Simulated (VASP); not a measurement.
# CdO (Fm-3m) in VASP: further runs

The runs below take CdO through single point, with r2SCAN, PBE.

All numbers are computed with VASP 6.6.1; they aren't measurements. Logs are shortened: lines on timing, memory, paths and dates and some standing lists are left out, and cuts for length are marked.

## Step 1: The cell of the first run

Symmetry: Fm-3m, No. 225, cubic system. Conventional cell: a = 4.753 Å, b = 4.753 Å, c = 4.753 Å, α = 90.00°, β = 90.00°, γ = 90.00°. Cd (site symmetry m-3m) has 6 O at 2.38 Å within 3.1 Å. Within 3.1 Å of O (site symmetry m-3m) lie 6 Cd at 2.38 Å.

## Step 2: Single point, r2SCAN (13.42 Å³/atom)

File POSCAR:

```
CdO
1.0
    0.0000000000      2.3762999399      2.3762999399
    2.3762999399      0.0000000000      2.3762999399
    2.3762999399      2.3762999399      0.0000000000
Cd O
1 1
Direct
    0.0000000000      0.0000000000      0.0000000000
    0.5000000000      0.5000000000      0.5000000000
```

File INCAR.step1:

```
SYSTEM = CdO
PREC = Accurate ; ENCUT = 770
ISMEAR = -1 ; SIGMA = 0.02
LREAL = .False. ; LASPH = .True.
NELM = 120 ; NBANDS = 20
GGA = PE ; ALGO = Normal
EDIFF = 1E-5 ; LWAVE = .True.
LCHARG = .False. ; GGA_COMPAT = .False.
```

File INCAR.step2:

```
SYSTEM = CdO
PREC = Accurate ; ENCUT = 770
EDIFF = 1E-6 ; ISMEAR = -1
SIGMA = 0.02 ; LREAL = .False.
LASPH = .True. ; NELM = 120
ALGO = Normal ; ISIF = 2
LWAVE = .False. ; LCHARG = .False.
METAGGA = R2SCAN ; LMIXTAU = .True.
NBANDS = 20 ; ISTART = 1
GGA_COMPAT = .False.
```

File KPOINTS:

```
regular mesh
0
Gamma
  8 8 8
  0 0 0
```

Potentials or basis: VASP PAW PBE potentials, release 64 (Cd_sv_GW, O).

Run with:

```bash
cat potpaw_PBE.64/Cd_sv_GW/POTCAR potpaw_PBE.64/O/POTCAR > POTCAR
cp INCAR.step1 INCAR
mpirun -np 1 vasp_std > vasp.out
cp INCAR.step2 INCAR
mpirun -np 1 vasp_std > vasp.out
```

OUTCAR:

```text
SYSTEM = CdO
   PREC = Accurate
   ENCUT = 770
   EDIFF = 1E-6
   ISMEAR = -1
   LREAL = .False.
   LASPH = .True.
   NELM = 120
   ISIF = 2
   METAGGA = R2SCAN
   ISTART = 1

 ion  position               nearest neighbor table
   1  0.000  0.000  0.000-
   2  0.500  0.500  0.500-

  LATTYP: Found a face centered cubic cell.
 ALAT       =     4.7525998798

  Lattice vectors:

 A1 = (   0.0000000000,   2.3762999399,   2.3762999399)
 A2 = (   2.3762999399,   0.0000000000,   2.3762999399)
 A3 = (   2.3762999399,   2.3762999399,   0.0000000000)

Analysis of symmetry for initial positions (statically):
=====================================================================
 Subroutine PRICEL returns:
 Original cell was already a primitive cell.

 Routine SETGRP: Setting up the symmetry group for a
 face centered cubic supercell.

 Subroutine GETGRP returns: Found 48 space group operations
 (whereof 48 operations were pure point group operations)
 out of a pool of 48 trial point group operations.

The static configuration has the point symmetry O_h .

Analysis of symmetry for dynamics (positions and initial velocities):
=====================================================================
 Subroutine PRICEL returns:
 Original cell was already a primitive cell.

 Routine SETGRP: Setting up the symmetry group for a
 face centered cubic supercell.

 Subroutine GETGRP returns: Found 48 space group operations
 (whereof 48 operations were pure point group operations)
 out of a pool of 48 trial point group operations.

The dynamic configuration has the point symmetry O_h .

 Subroutine INISYM returns: Found 48 space group operations
 (whereof 48 operations are pure point group operations),
 and found     1 'primitive' translations

----------------------------------------------------------------------------------------

                                     Primitive cell

  volume of cell :      26.8370

  direct lattice vectors                    reciprocal lattice vectors
     0.000000000  2.376299940  2.376299940    -0.210411149  0.210411149  0.210411149
[... 75 lines left out ...]
   NGXF,Y,Z  is equivalent  to a cutoff of  29.68, 29.68, 29.68 a.u.
 SYSTEM =  CdO
   PREC   = accura    normal or accurate (medium, high low for compatibility)
   ISTART =      1    job   : 0-new  1-cont  2-samecut
   ICHARG =      0    charge: 1-file 2-atom 10-const
   ISPIN  =      1    spin polarized calculation?
   LNONCOLLINEAR =      F non collinear calculations
   LSORBIT =      F    spin-orbit coupling
   LASPH  =      T    aspherical Exc in radial PAW
   ENCUT  =  770.0 eV  56.59 Ry    7.52 a.u.   7.60  7.60  7.60*2*pi/ulx,y,z
   NELM   =    120;   NELMIN=  2; NELMDL=  0     # of ELM steps
   EDIFF  = 0.1E-05   stopping-criterion for ELM
   LREAL  =      F    real-space projection
   EDIFFG = 0.1E-04   stopping-criterion for IOM
   NSW    =      0    number of steps for IOM
   IBRION =     -1    ionic relax: 0-MD 1-quasi-New 2-CG
   NFREE  =      0    steps in history (QN), initial steepest desc. (CG)
   ISIF   =      2    stress and relaxation
   ISYM   =      2    0-nonsym 1-usesym 2-fastsym
   POTIM  = 0.5000    time-step for ionic-motion
   TEBEG  =    0.0;   TEEND  =   0.0 temperature during run
   PSTRESS=    0.0 pullay stress
   NELECT =      26.0000    total number of electrons
   NUPDOWN=      -1.0000    fix difference up-down
   EMIN   =  10.00;   EMAX   =-10.00  energy-range for DOS
   EFERMI =   0.00;   METHOD = LEGACY
   ISMEAR =    -1;   SIGMA  =   0.02  broadening in eV -4-tet -1-fermi 0-gaus
   EFERMI_NEDOS =   21; number of points for ismear=-14 and -15
   IALGO  =     38    algorithm
   IMIX   =      4    mixing-type and parameters
     AMIX     =   0.40;   BMIX     =  1.00
     AMIX_MAG =   1.60;   BMIX_MAG =  1.00
  volume/ion in A,a.u.               =      13.42        90.55
  Fermi-wavevector in a.u.,A,eV,Ry     =   1.619899  3.061166 35.702692  2.624074
  Thomas-Fermi vector in A             =   2.713925
   LORBIT       =      0    0 simple, 1 ext, 2 COOP (PROOUT), +10 PAW based schemes
   METAGGA = R2SCAN    functional components
   LHFCALC =     F    Hartree Fock is set to
   AEXX    =    0.0000 exact exchange contribution
   IVDW    =     0    specifies the selected vdW correction
   LEPSILON=     F    determine dielectric tensor
   LRPA    =     F    only Hartree local field effects (RPA)
 non-spin polarized calculation
  energy-cutoff  :      770.00
  volume of cell :       26.84
 maximum number of plane-waves:      1316
   NGX = 15   NGY = 15   NGZ = 15

 number of electron      25.9999994 magnetization

 Free energy of the ion-electron system (eV)
  ---------------------------------------------------
  ext. energy  EPLUGINS =         0.00000000
  ---------------------------------------------------
  free energy    TOTEN  =       -28.66302748 eV

  energy without entropy =      -28.66276115  energy(sigma->0) =      -28.66289432

 E-fermi :   4.2911     XC(G=0): -12.3517

 val. band max:        4.2774477939   @ k =   0.0000   0.0000   0.0000
 cond. band min:       5.5583974446   @ k =   0.1250   0.0000   0.0000
 fundamental gap:      1.2809496507
 Fermi energy:         4.2910522491

 k-point     1 :       0.0000    0.0000    0.0000
  band No.  band energies     occupation
      1     -98.9265      2.00000
      2     -59.1061      2.00000
      3     -59.1061      2.00000
      4     -59.1061      2.00000
      5     -13.7964      2.00000
      6      -2.6173      2.00000
[... 541 lines left out ...]
     19      24.2448      0.00000
     20      27.3540      0.00000

 [... further k-points ...]

------------------------ aborting loop because EDIFF is reached ----------------------------------------

  FORCE on cell =-STRESS in cart. coord.  units (eV):
  Direction    XX          YY          ZZ          XY          YZ          ZX
  --------------------------------------------------------------------------------------
  -------------------------------------------------------------------------------------
  Total       -0.7446111     -0.7446111     -0.7446111      0.0000000      0.0000000     -0.0000000
  in kB      -44.4535359    -44.4535359    -44.4535359      0.0000000      0.0000000     -0.0000000
  external PRESSURE =     -44.4535359 kB  Pullay stress =       0.0000000 kB

 VOLUME and BASIS-vectors are now :
 -----------------------------------------------------------------------------
  energy-cutoff  :      770.00
  volume of cell :       26.84
      direct lattice vectors                 reciprocal lattice vectors
     0.000000000  2.376299940  2.376299940    -0.210411149  0.210411149  0.210411149
     2.376299940  0.000000000  2.376299940     0.210411149 -0.210411149  0.210411149
     2.376299940  2.376299940  0.000000000     0.210411149  0.210411149 -0.210411149

 POSITION                                       TOTAL-FORCE (eV/Angst)
 -----------------------------------------------------------------------------------
      0.00000      0.00000      0.00000        -0.000000      0.000000      0.000000
      2.37630      2.37630      2.37630         0.000000      0.000000     -0.000000
 -----------------------------------------------------------------------------------
    total drift:                               -0.000000      0.000000      0.000000

  FREE ENERGIE OF THE ION-ELECTRON SYSTEM (eV)
  ---------------------------------------------------
  free  energy   TOTEN  =       -28.6630274808 eV

  energy  without entropy=      -28.6627611527  energy(sigma->0) =      -28.66289432
```

OSZICAR.step1:

```text
N       E                     dE             d eps       ncg     rms          rms(c)
DAV:   1     0.535901885877E+03    0.53590E+03   -0.19048E+04  1188   0.247E+03
DAV:   2     0.376127793003E+02   -0.49829E+03   -0.46787E+03  1172   0.703E+02
DAV:   3    -0.813838461316E+01   -0.45751E+02   -0.45087E+02  1732   0.256E+02
DAV:   4    -0.959142257319E+01   -0.14530E+01   -0.14516E+01  1564   0.433E+01
DAV:   5    -0.964957364318E+01   -0.58151E-01   -0.58149E-01  1612   0.849E+00    0.141E+01
DAV:   6    -0.789378634510E+01    0.17558E+01   -0.94094E+00  1720   0.503E+01    0.153E+01
DAV:   7    -0.785624273205E+01    0.37544E-01   -0.95538E-01  1812   0.111E+01    0.933E+00
DAV:   8    -0.784327909093E+01    0.12964E-01   -0.19258E-01  1508   0.554E+00    0.888E-01
DAV:   9    -0.783387880354E+01    0.94003E-02   -0.47913E-02  1684   0.243E+00    0.153E-01
DAV:  10    -0.783396916913E+01   -0.90366E-04   -0.21263E-03  1336   0.473E-01    0.791E-02
DAV:  11    -0.783397346755E+01   -0.42984E-05   -0.11677E-04  1612   0.105E-01    0.109E-02
DAV:  12    -0.783397493430E+01   -0.14667E-05   -0.49056E-06   828   0.257E-02
   1 F= -.78339749E+01 E0= -.78338271E+01  d E =-.295682E-03
```

Wall time 2.2 min (1 thread of AMD EPYC 7R43 (Zen 3), shared host); peak memory 0.17 GiB.

What came out:

```yaml
Free_energy: -28.6630 eV
Pressure: -4.4 GPa
Band_gap_on_the_k_mesh: 0.04 eV (least direct gap 1.28 eV)
```

Caveat: the cell stands under tension; the smearing spreads over this small gap; semilocal functionals underestimate gaps, and a narrow one can read as zero; the PAW data sets were made with another functional, which shifts forces and pressure a little. A k mesh can miss the band edges.

## Step 3: Single point, r2SCAN

This run uses another cell than the first one, of 13.03 Å³/atom.

File POSCAR:

```
CdO
1.0
    0.0000000000      2.3530013813      2.3530013813
    2.3530013813      0.0000000000      2.3530013813
    2.3530013813      2.3530013813      0.0000000000
Cd O
1 1
Direct
    0.0000000000      0.0000000000      0.0000000000
    0.5000000000      0.5000000000      0.5000000000
```

File INCAR.step1:

```
SYSTEM = CdO
PREC = Accurate ; ENCUT = 770
ISMEAR = -1 ; SIGMA = 0.02
LREAL = .FALSE. ; LASPH = .TRUE.
NELM = 120 ; NBANDS = 20
GGA = PE ; ALGO = Normal
EDIFF = 1E-5 ; LWAVE = .TRUE.
LCHARG = .FALSE. ; GGA_COMPAT = .FALSE.
```

File INCAR.step2:

```
SYSTEM = CdO
PREC = Accurate ; ENCUT = 770
EDIFF = 1E-6 ; ISMEAR = -1
SIGMA = 0.02 ; LREAL = .FALSE.
LASPH = .TRUE. ; NELM = 120
ALGO = Normal ; ISIF = 2
LWAVE = .FALSE. ; LCHARG = .FALSE.
METAGGA = R2SCAN ; LMIXTAU = .TRUE.
NBANDS = 20 ; ISTART = 1
GGA_COMPAT = .FALSE.
```

File KPOINTS:

```
regular mesh
0
G
  10 10 10
  0 0 0
```

Potentials or basis: VASP PAW PBE potentials, release 64 (Cd_sv_GW, O).

Run with:

```bash
cat potpaw_PBE.64/Cd_sv_GW/POTCAR potpaw_PBE.64/O/POTCAR > POTCAR
cp INCAR.step1 INCAR
mpirun -np 1 vasp_std > vasp.out
cp INCAR.step2 INCAR
mpirun -np 1 vasp_std > vasp.out
```

It took 2.6 min on 1 thread of AMD EPYC 7R13 (Zen 3), shared host; peak memory 0.18 GiB.

It converged, with:

```
Free energy            : -28.6734 eV
Pressure               : -0.4 GPa
Band gap on the k mesh : 0.10 eV (least direct gap 1.46 eV)
```

Levels at points of the mesh, in eV from the valence-band top:
```tsv
k point	band 9	band 10	band 11	band 12	band 13	band 14	band 15	band 16	band 17	band 18
(0.00, 0.00, 0.00)	-6.59	-6.59	-1.36	-1.36	-1.36	0.10	15.21	17.78	17.78	17.78
(0.50, 0.00, 0.00)	-6.37	-6.37	-3.82	0.00	0.00	5.07	8.02	12.73	12.73	18.54
(0.50, 0.50, 0.00)	-6.24	-5.92	-4.27	-2.31	-2.31	4.59	9.28	11.80	14.27	14.27
```

Caveat: semilocal functionals underestimate gaps, and a narrow one can read as zero; the PAW data sets were made with another functional, which shifts forces and pressure a little. A k mesh can miss the band edges.

## Step 4: Single point, PBE (13.14 Å³/atom)

This run uses another cell than the first one, of 13.14 Å³/atom.

File INCAR:

```
SYSTEM = CdO
PREC     = Accurate       ! precision mode
ENCUT    = 700            ! plane-wave cutoff, eV
EDIFF    = 1E-6           ! SCF threshold, eV
ISMEAR   = -1             ! smearing method
SIGMA    = 0.02           ! smearing width, eV
LREAL    = .FALSE.        ! projectors in reciprocal space
LASPH    = .TRUE.         ! aspherical terms in the spheres
NELM     = 120            ! most SCF steps
ALGO     = Normal         ! electronic algorithm
ISIF     = 2              ! what is computed and relaxed
LWAVE    = .FALSE.        ! write WAVECAR
LCHARG   = .FALSE.        ! write CHGCAR
GGA      = PE             ! functional
NBANDS   = 20             ! bands
GGA_COMPAT= .FALSE.
```

File KPOINTS:

```
regular mesh
0
G
  8 8 8
  0 0 0
```

File POSCAR:

```
CdO
1.0
    0.0000000000      2.3599241783      2.3599241783
    2.3599241783      0.0000000000      2.3599241783
    2.3599241783      2.3599241783      0.0000000000
Cd O
1 1
Direct
    0.0000000000      0.0000000000      0.0000000000
    0.5000000000      0.5000000000      0.5000000000
```

Potentials or basis: VASP PAW PBE potentials, release 64 (Cd_sv_GW, O).

Run with:

```bash
cat potpaw_PBE.64/Cd_sv_GW/POTCAR potpaw_PBE.64/O/POTCAR > POTCAR
mpirun -np 1 vasp_std > vasp.out
```

OUTCAR:

```text
SYSTEM = CdO
   PREC = Accurate
   ENCUT = 700
   EDIFF = 1E-6
   ISMEAR = -1
   LREAL = .FALSE.
   LASPH = .TRUE.
   NELM = 120
   ISIF = 2
   GGA = PE

 ion  position               nearest neighbor table
   1  0.000  0.000  0.000-
   2  0.500  0.500  0.500-

  LATTYP: Found a face centered cubic cell.
 ALAT       =     4.7198483566

  Lattice vectors:

 A1 = (   0.0000000000,   2.3599241783,   2.3599241783)
 A2 = (   2.3599241783,   0.0000000000,   2.3599241783)
 A3 = (   2.3599241783,   2.3599241783,   0.0000000000)

Analysis of symmetry for initial positions (statically):
=====================================================================
 Subroutine PRICEL returns:
 Original cell was already a primitive cell.

 Routine SETGRP: Setting up the symmetry group for a
 face centered cubic supercell.

 Subroutine GETGRP returns: Found 48 space group operations
 (whereof 48 operations were pure point group operations)
 out of a pool of 48 trial point group operations.

The static configuration has the point symmetry O_h .

[... 155 lines left out ...]
  ---------------------------------------------------
  free energy    TOTEN  =        -7.82422766 eV

  energy without entropy =       -7.82393599  energy(sigma->0) =       -7.82408183

 E-fermi :   4.8665     XC(G=0): -11.8358

 val. band max:        4.8230565282   @ k =   0.5000   0.0000   0.0000
 cond. band min:       5.7554202284   @ k =   0.1250   0.0000   0.0000
 fundamental gap:      0.9323637002
 Fermi energy:         4.8664727220

 k-point     1 :       0.0000    0.0000    0.0000
  band No.  band energies     occupation
      1     -95.6129      2.00000
      2     -56.6917      2.00000
      3     -56.6917      2.00000
      4     -56.6917      2.00000
      5     -12.4377      2.00000
      6      -1.8569      2.00000
[... 541 lines left out ...]
     19      24.0850      0.00000
     20      27.1892      0.00000

 [... further k-points ...]

------------------------ aborting loop because EDIFF is reached ----------------------------------------

  FORCE on cell =-STRESS in cart. coord.  units (eV):
  Direction    XX          YY          ZZ          XY          YZ          ZX
  --------------------------------------------------------------------------------------
  -------------------------------------------------------------------------------------
  Total        0.6392455      0.6392455      0.6392455      0.0000000      0.0000000      0.0000000
  in kB       38.9631578     38.9631578     38.9631578      0.0000000      0.0000000      0.0000000
  external PRESSURE =      38.9631578 kB  Pullay stress =       0.0000000 kB

 VOLUME and BASIS-vectors are now :
 -----------------------------------------------------------------------------
  energy-cutoff  :      700.00
  volume of cell :       26.29
      direct lattice vectors                 reciprocal lattice vectors
     0.000000000  2.359924178  2.359924178    -0.211871214  0.211871214  0.211871214
     2.359924178  0.000000000  2.359924178     0.211871214 -0.211871214  0.211871214
     2.359924178  2.359924178  0.000000000     0.211871214  0.211871214 -0.211871214

 POSITION                                       TOTAL-FORCE (eV/Angst)
 -----------------------------------------------------------------------------------
      0.00000      0.00000      0.00000        -0.000000      0.000000      0.000000
      2.35992      2.35992      2.35992         0.000000      0.000000      0.000000
 -----------------------------------------------------------------------------------
    total drift:                                0.000000      0.000000      0.000000

  FREE ENERGIE OF THE ION-ELECTRON SYSTEM (eV)
  ---------------------------------------------------
  free  energy   TOTEN  =        -7.8242276590 eV

  energy  without entropy=       -7.8239359913  energy(sigma->0) =       -7.82408183
```

stdout:

```text
POSCAR found type information on POSCAR CdO
 POSCAR found :  2 types and       2 ions
 scaLAPACK will be used
 LDA part: xc-table for (Slater+PW92), standard interpolation
 POSCAR, INCAR and KPOINTS ok, starting setup
 FFT: planning ... GRIDC
 FFT: planning ... GRID_SOFT
 FFT: planning ... GRID
 WAVECAR not read
 entering main loop
```

Wall time 31 s (1 thread of Intel Xeon Platinum 8375C at 2.90GHz (Ice Lake), shared host); peak memory 0.19 GiB.

What came out:

| Property | Result |
| --- | --- |
| Free energy | -7.8242 eV |
| Pressure | 3.9 GPa |
| Band gap on the k mesh | zero (bands 13 and 14 overlap by 0.44 eV) |

Caveat: the cell stands under pressure; semilocal functionals underestimate gaps, and a narrow one can read as zero.

## Step 5: Single point, PBE (14.36 Å³/atom)

This run uses another cell than the first one, of 14.36 Å³/atom.

File INCAR:

```
PREC = Accurate ; ENCUT = 700
EDIFF = 1E-6 ; ISMEAR = -1
SIGMA = 0.02 ; LREAL = False
LASPH = True ; NELM = 120
ALGO = Normal ; ISIF = 2
LWAVE = False ; LCHARG = True
GGA = PE ; LELF = True
LVHAR = True ; NBANDS = 20
GGA_COMPAT = False
```

File KPOINTS:

```
Automatic mesh
0
Gamma
  8 8 8
```

File POSCAR:

```
CdO
1.0
    0.0000000000      2.4307638007      2.4307638007
    2.4307638007      0.0000000000      2.4307638007
    2.4307638007      2.4307638007      0.0000000000
Cd O
1 1
Direct
    0.0000000000      0.0000000000      0.0000000000
    0.5000000000      0.5000000000      0.5000000000
```

Run with:

```bash
cat potpaw_PBE.64/Cd_sv_GW/POTCAR potpaw_PBE.64/O/POTCAR > POTCAR
mpirun -np 1 vasp_std > vasp.out
```

It took 30 s on 1 thread of Intel Xeon Platinum 8375C at 2.90GHz (Ice Lake), shared host; peak memory 0.19 GiB.

It converged, with:

```yaml
Free_energy: -7.8011 eV
Pressure: -6.6 GPa
Band_gap_on_the_k_mesh: zero (bands 13 and 14 overlap by 0.60 eV)
```

Levels at points of the mesh, in eV from the Fermi level:
```tsv
k point	band 9	band 10	band 11	band 12	band 13	band 14	band 15	band 16	band 17	band 18
(0.00, 0.00, 0.00)	-6.37	-6.37	-1.05	-1.05	-1.05	-0.64	14.37	16.28	16.28	16.29
(0.50, 0.00, 0.00)	-6.18	-6.18	-3.60	-0.05	-0.05	4.33	6.57	11.33	11.33	16.68
(0.50, 0.50, 0.00)	-6.08	-5.88	-3.68	-1.90	-1.90	3.43	8.05	10.82	12.42	12.42
```

Caveat: the cell stands under tension; semilocal functionals underestimate gaps, and a narrow one can read as zero.

## Step 6: The runs side by side

```csv
level,cell,k mesh,cutoff (eV),gap on the mesh (eV),pressure (GPa)
r2SCAN,"a = 3.361 Å, angles 60.0°, 2 atoms",8 × 8 × 8,770,0.04,-4.4
r2SCAN,"a = 3.328 Å, angles 60.0°, 2 atoms",10 × 10 × 10,770,0.10,-0.4
PBE,"a = 3.337 Å, angles 60.0°, 2 atoms",8 × 8 × 8,700,none,3.9
PBE,"a = 3.438 Å, angles 60.0°, 2 atoms",8 × 8 × 8,700,none,-6.6
```

Alike in all rows: task single point; potentials or basis VASP PAW PBE potentials, release 64 (Cd_sv_GW, O); no spin polarisation; smearing fermi-dirac 0.02 eV.

Caveats: semilocal functionals underestimate gaps, and a narrow one can read as zero; the cell stands under tension (at least some runs); the PAW data sets were made with another functional, which shifts forces and pressure a little (at least some runs); the smearing spreads over this small gap (at least some runs); the cell stands under pressure (at least some runs).

Total energies depend on the potentials used, so only differences within one code and one set of settings carry meaning.

The gap in the log of VASP goes by the Fermi energy; the results here count the filled bands.